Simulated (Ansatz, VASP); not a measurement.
**Two plane-wave programs on Sr3Ru**

```
Sr Ru
1.0
     5.05237    0.00000    0.00000
     0.00000    5.05237    0.00000
     0.00000    0.00000    5.05237
Sr Ru
3 1
Cartesian
  0.0000 2.5262 2.5262
  2.5262 0.0000 2.5262
  2.5262 2.5262 0.0000
  0.0000 0.0000 0.0000
```

Alike in both runs: functional PBE; k mesh 4 × 4 × 4; occupations gaussian, width 0.1 eV; no spin polarisation.

Ansatz relaxed the structure, and its values are those at the end. VASP's run is a single point on that final structure, the one shown.

```csv
,VASP,Ansatz
version,VASP 6.6.1,Ansatz 0.2.0
potentials or method,"VASP PAW PBE potentials, release 64 (Sr_sv, Ru_pv), cutoff 520 eV","scalar-relativistic, plane waves, PAW"
valence electrons in the cell,44,46
```

VASP gave:

```
gap on the k mesh at the Fermi level (eV) : none
pressure (GPa)                            : 0.3
```

Which values does Ansatz return?

gap on the k mesh at the Fermi level (eV): none; pressure (GPa): 0.2.

A gap of «none» marks a metal or a gap that the smearing closes. VASP's potentials hold 44 valence electrons a cell and Ansatz's 46, so a difference there can come from the potentials and not from the codes.
